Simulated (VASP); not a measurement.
Crystal: Hf.

```
Hf
1.0
     3.17000    0.00000    0.00000
    -1.58500    2.74530    0.00000
     0.00000    0.00000    5.00000
Hf
2
Direct
  0.33333 0.66667 0.25000
  0.66667 0.33333 0.75000
```

| Quantity | Value |
| --- | --- |
| Program | VASP 6.6.1 |
| Task | relaxation of cell and atoms |
| Functional | LDA |
| Potentials or basis | VASP PAW LDA potentials, release 64 (Hf_pv) |
| Cutoff | 500 eV |
| k mesh | 15 × 15 × 8 |
| Occupations | gaussian, width 0.1 eV |
| Spin | no spin polarisation |

At the start: pressure -4.8 GPa; volume 21.76 Å³/atom.

**Question.** How do energy, volume and symmetry change on relaxing?

**Answer.** Over 9 steps the energy falls by 14.2 meV/atom and the volume is 20.84 Å³/atom (-4.2 %); space group P6_3/mmc (No. 194, to 0.05 Å).

The path:
| step | energy change (eV) | largest force (eV/Å) | pressure (GPa) | volume (Å³) |
| --- | --- | --- | --- | --- |
| 1 | 0.0000 | 0.0000 | -4.84 | 43.51 |
| 2 | 0.0192 | 0.0000 | 7.22 | 39.50 |
| 3 | -0.0283 | 0.0000 | -0.07 | 41.72 |
| 4 | -0.0283 | 0.0000 | 0.04 | 41.68 |
| 5 | -0.0284 | 0.0000 | 0.03 | 41.68 |
| 6 | -0.0284 | 0.0000 | 0.03 | 41.68 |
| 7 | -0.0284 | 0.0000 | 0.03 | 41.68 |
| 8 | -0.0284 | 0.0000 | -0.04 | 41.70 |
| 9 | -0.0284 | 0.0000 | 0.00 | 41.69 |

Final structure:
```cif
data_structure
_symmetry_space_group_name_H-M 'P 1'
_symmetry_Int_Tables_number 1
_cell_length_a 3.1219
_cell_length_b 3.1219
_cell_length_c 4.9392
_cell_angle_alpha 90.000
_cell_angle_beta 90.000
_cell_angle_gamma 120.000
_cell_volume 41.69
loop_
_atom_site_label
_atom_site_type_symbol
_atom_site_fract_x
_atom_site_fract_y
_atom_site_fract_z
_atom_site_occupancy
Hf1 Hf 0.33333 0.66667 0.25000 1
Hf2 Hf 0.66667 0.33333 0.75000 1
```
